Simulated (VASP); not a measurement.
The system is Zn.

```
Zn
1.0
     2.63447    0.00000    0.00000
    -1.31723    2.28151    0.00000
     0.00000    0.00000    4.67626
Zn
2
Direct
  0.33333 0.66667 0.25000
  0.66667 0.33333 0.75000
```

```yaml
Program: VASP 6.6.1
Task: relaxation of cell and atoms
Functional: PBEsol
Potentials_or_basis: VASP PAW PBE potentials, release 64 (Zn)
Cutoff: 600 eV
k_mesh: 24 × 24 × 12
Occupations: gaussian, width 0.1 eV
Spin: no spin polarisation
```

At the start: pressure 0.3 GPa; volume 14.05 Å³/atom.

Q: Where does the relaxation end?

A: Over 11 steps the energy falls by 3.3 meV/atom and the volume is 14.26 Å³/atom (+1.4 %); space group P6_3/mmc (No. 194, to 0.1 Å) before and after.

The path:
```
step  energy change (eV)  largest force (eV/Å)  pressure (GPa)  volume (Å³)
   1              0.0000                0.0000            0.29        28.11
   2             -0.0006                0.0000            0.18        28.21
   3             -0.0018                0.0000           -0.73        28.52
   4             -0.0020                0.0000           -0.88        28.65
   5             -0.0022                0.0000           -0.83        28.66
   6             -0.0030                0.0000           -0.99        28.69
   7             -0.0047                0.0000           -0.75        28.74
   8             -0.0057                0.0000           -0.38        28.84
   9             -0.0060                0.0000           -0.75        28.81
  10             -0.0063                0.0000           -0.50        28.71
  11             -0.0065                0.0000            0.01        28.51
```

Final structure:
```
Zn
1.0
     2.60143    0.00000    0.00000
    -1.30072    2.25291    0.00000
     0.00000    0.00000    4.86530
Zn
2
Direct
  0.33333 0.66667 0.25000
  0.66667 0.33333 0.75000
```

Caveat: the PAW data sets were made with another functional, which shifts forces and pressure a little.
